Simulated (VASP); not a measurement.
Runs of VASP 6.6.1 on Li. The structure is that of space group Fm-3m (No. 225), or close to it. The cells are those of the table. This isn't the form of Li at room conditions, which is bcc.

```csv
cell,gap on the mesh (eV),pressure (GPa)
"a = 3.136 Å, angles 60.0°, 1 atom",none,-0.7
"a = 3.011 Å, angles 60.0°, 1 atom",none,(b)
"a = 3.096 Å, angles 60.0°, 1 atom",none,(a)
"a = 3.176 Å, angles 60.0°, 1 atom",none,-1.0
"a = 2.967 Å, angles 60.0°, 1 atom",none,1.9
```

Alike in all rows: task single point; level r2SCAN; potentials or basis VASP PAW PBE potentials, release 64 (Li_sv); no spin polarisation; k mesh 14 × 14 × 14; cutoff (eV) 830; smearing fermi-dirac 0.1 eV.

Fill in the values left out.

(a) -0.1; (b) 0.8.

Caveats: the PAW data sets were made with another functional, which shifts forces and pressure a little.

A gap of «none» marks levels without a gap at the run's occupations.
